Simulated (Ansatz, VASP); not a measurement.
**One calculation of Ag, two programs**

```
CELL_PARAMETERS angstrom
5.76066 0.00000 0.00000
-2.88033 4.98888 0.00000
0.00000 0.00000 22.70356
ATOMIC_POSITIONS crystal
Ag 0.33333 0.16667 0.35237
Ag 0.33333 0.66667 0.35237
Ag 0.83333 0.16667 0.35237
Ag 0.83333 0.66667 0.35237
Ag 0.67357 0.32765 0.46745
Ag 0.66150 0.83121 0.45478
Ag 0.16954 0.33895 0.45474
Ag 0.16726 0.83361 0.46282
Ag 0.98106 0.52472 0.57625
Ag 0.96650 0.03385 0.55415
Ag 0.48919 0.51112 0.55728
Ag 0.47831 0.02210 0.57632
```

Alike in both runs: task single point; functional PBE; dispersion D3(BJ); k mesh 4 × 4 × 1; occupations gaussian, width 0.1 eV; no spin polarisation.

```csv
,VASP,Ansatz
version,VASP 6.6.1,Ansatz 0.2.0
potentials or method,"VASP PAW PBE potentials, release 64 (Ag), cutoff 520 eV","scalar-relativistic, plane waves, PAW"
valence electrons in the cell,132,228
```

|  | VASP | Ansatz | Ansatz less VASP |
| --- | --- | --- | --- |
| gap on the k mesh at the Fermi level (eV) | none | none | - |
| rms of the force components (eV/Å) | 0.219 | 0.221 | +0.0019 |
| work function, face that differs most (eV) | 4.60 | 4.60 | +0.005 |

Atom by atom the forces differ by 0.003 eV/Å (rms over components). A gap of «none» marks a metal or a gap that the smearing closes. VASP's potentials hold 132 valence electrons a cell and Ansatz's 228, so a difference there can come from the potentials and not from the codes.
